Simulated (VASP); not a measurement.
Runs of VASP 6.6.1 on SnSe2. Symmetry: P-3m1, No. 164, trigonal system. The conventional cell has a = 3.825 Å, b = 3.825 Å, c = 6.227 Å, α = 90.00°, β = 90.00°, γ = 120.00°. Sn (site symmetry -3m) has 6 Se at 2.71 Å within 3.6 Å. Se (site symmetry 3m) has 3 Sn at 2.71 Å within 3.6 Å. 

```csv
level,potentials or basis,k mesh,smearing,gap on the mesh (eV),pressure (GPa),largest force (eV/Å)
PBE,"VASP PAW PBE potentials, release 64 (Sn_d, Se)",6 × 6 × 2,gaussian 0.01 eV,0.79,3.0,0.26
PBE,"VASP PAW PBE potentials, release 64 (Sn_d, Se)",12 × 12 × 4,fermi-dirac 0.02 eV,0.74,3.0,0.28
r2SCAN,"VASP PAW PBE potentials, release 64 (Sn_d, Se)",12 × 12 × 4,gaussian 0.01 eV,1.01,(a),(b)
LDA,"VASP PAW LDA potentials, release 64 (Sn_d, Se)",12 × 12 × 4,gaussian 0.01 eV,0.62,-1.5,-
```

Alike in all rows: task single point; no spin polarisation; cell as given; cutoff (eV) 520.

Task: Estimate the missing entries.

Result: (a) 1.0; (b) 0.02.

Caveats: some runs use coarse meshes; spin-orbit coupling is left out, which moves the levels of the heavy elements; this functional lacks dispersion, which binds the layers, so the pressure and a relaxed spacing across them are unreliable (some runs); the PAW data sets were made with another functional, which shifts forces and pressure a little (some runs).

A k mesh can miss the band edges, and the runs leave out spin-orbit coupling on Se, Sn.
